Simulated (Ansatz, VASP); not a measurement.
Two plane-wave programs on BaMg2N2

```
Ba Mg N
1.0
     5.38878    0.00000    0.00000
    -2.69439    4.66682    0.00000
     0.00000    0.00000    6.40594
Ba Mg N
1 2 2
Direct
  0.00000 0.00000 0.00000
  0.33333 0.66667 0.50000
  0.66667 0.33333 0.50000
  0.00000 0.00000 0.40958
  0.00000 0.00000 0.59042
```

Alike in both runs: functional PBE; k mesh 12 × 12 × 6; occupations gaussian, width 0.1 eV; no spin polarisation.

Ansatz relaxed the structure, and its values are those at the end. VASP's run is a single point on that final structure, the one shown.

|  | VASP | Ansatz |
| --- | --- | --- |
| version | VASP 6.6.1 | Ansatz 0.2.0 |
| potentials or method | VASP PAW PBE potentials, release 64 (Ba_sv, Mg_sv, N), cutoff 840 eV | scalar-relativistic, plane waves, PAW |
| valence electrons in the cell | 40 | 40 |

```tsv
	VASP	Ansatz	Ansatz less VASP
gap on the k mesh at the Fermi level (eV)	none	none	-
pressure (GPa)	0.4	0.0	-0.39
rms of the force components (eV/Å)	0.212	0.003	-0.2092
```

A gap of «none» marks a metal or a gap that the smearing closes. One of these differences is far larger than is usual between the two programs; its cause wasn't traced. The functional is the same, so the differences come from potentials, cutoffs and numerics.

Spin-orbit coupling is off throughout. Noted on VASP's run: the standard files for N, O and F lose accuracy on very short bonds.
